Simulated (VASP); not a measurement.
## Ti3I: relaxation of cell and atoms with PBE

The system is Ti3I.

```xyz
4
Lattice="4.3648 0.0000 0.0000 0.0000 4.3648 0.0000 0.0000 0.0000 4.3200" Properties=species:S:1:pos:R:3 pbc="T T T"
Ti    0.0000    2.1824    2.1600
Ti    2.1824    0.0000    2.1600
Ti    2.1824    2.1824    0.0000
I     0.0000    0.0000    0.0000
```

```yaml
Program: VASP 6.6.1
Task: relaxation of cell and atoms
Functional: PBE
Potentials_or_basis: VASP PAW PBE potentials, release 64 (Ti_sv, I)
Cutoff: 600 eV
k_mesh: 4 × 4 × 4
Occupations: gaussian, width 0.1 eV
Spin: no spin polarisation
Dipole_correction: no
Further_INCAR_settings: ALGO = Normal; EDIFF = 1e-06; IBRION = 2; EDIFFG = -0.04; NSW = 90; ISIF = 3
```

```
Relaxed volume                         : 17.88 Å³/atom
Relaxed cell                           : a = 4.367 Å, b = 4.367 Å, c = 3.750 Å, α = 90.00°, β = 90.00°, γ = 90.00°
Space group after relaxing (to 0.05 Å) : P4/mmm (No. 123)
Energy gained by relaxing              : 121.7 meV/atom
Ionic steps                            : 15
Pressure after relaxing                : 0.2 GPa
```

Stress tensor (GPa, compression positive):
```
0.16 0.00 0.00
0.00 0.16 0.00
0.00 0.00 0.25
```

The path:
| step | energy change (eV) | largest force (eV/Å) | pressure (GPa) | volume (Å³) |
| --- | --- | --- | --- | --- |
| 1 | 0.0000 | 0.0000 | -10.30 | 82.30 |
| 2 | -0.3238 | 0.0000 | 6.30 | 67.53 |
| 3 | -0.3913 | 0.0000 | -0.27 | 71.44 |
| 4 | -0.3915 | 0.0000 | -0.02 | 71.23 |
| 5 | -0.3913 | 0.0000 | 0.27 | 71.02 |
| 6 | -0.3961 | 0.0000 | 0.34 | 70.99 |
| 7 | -0.4191 | 0.0000 | 0.54 | 70.87 |
| 8 | -0.4647 | 0.0000 | 1.19 | 70.55 |
| 9 | -0.4403 | 0.0000 | 3.76 | 69.54 |
| 10 | -0.4777 | 0.0000 | 1.99 | 70.21 |
| 11 | -0.4805 | 0.0000 | 1.71 | 70.43 |
| 12 | -0.4851 | 0.0000 | 0.87 | 71.06 |
| 13 | -0.4855 | 0.0000 | 0.58 | 71.28 |
| 14 | -0.4859 | 0.0000 | 0.48 | 71.34 |
| 15 | -0.4868 | 0.0000 | 0.19 | 71.50 |

Final structure:
```cif
data_structure
_symmetry_space_group_name_H-M 'P 1'
_symmetry_Int_Tables_number 1
_cell_length_a 4.3667
_cell_length_b 4.3667
_cell_length_c 3.7499
_cell_angle_alpha 90.000
_cell_angle_beta 90.000
_cell_angle_gamma 90.000
_cell_volume 71.50
loop_
_atom_site_label
_atom_site_type_symbol
_atom_site_fract_x
_atom_site_fract_y
_atom_site_fract_z
_atom_site_occupancy
Ti1 Ti 0.00000 0.50000 0.50000 1
Ti2 Ti 0.50000 0.00000 0.50000 1
Ti3 Ti 0.50000 0.50000 0.00000 1
I1 I 0.00000 0.00000 0.00000 1
```

Levels at points of the mesh, in eV from the Fermi level:
```csv
k point,band 18,band 19,band 20,band 21,band 22,band 23,band 24,band 25
"(0.00, 0.00, 0.00)",-2.64,-2.51,-1.81,-1.18,-1.18,0.52,1.05,1.05
"(0.50, 0.00, 0.00)",-1.59,-0.63,-0.43,-0.40,0.27,0.58,0.63,1.31
"(0.50, 0.50, 0.00)",-0.58,-0.58,0.01,0.63,0.78,0.78,0.82,1.08
"(0.00, 0.00, 0.50)",-0.94,-0.77,-0.13,-0.10,-0.10,0.41,0.89,1.16
"(0.50, 0.00, 0.50)",-0.80,-0.68,-0.62,-0.14,-0.07,0.46,0.96,1.59
"(0.50, 0.50, 0.50)",-2.52,-2.52,-0.11,0.32,0.32,0.52,0.72,1.61
```

Wall time 8.7 min on 1 thread of Oxide Virtual Turin-like Processor, with other jobs on the host, peak memory 0.21 GiB.

Caveat: the k points lie up to 0.42 Å⁻¹ apart in the final cell; spin-orbit coupling is left out, which moves the levels of the heavy elements; an odd number of electrons without spin polarisation forces a metal; a magnetic or distorted state may lie lower.
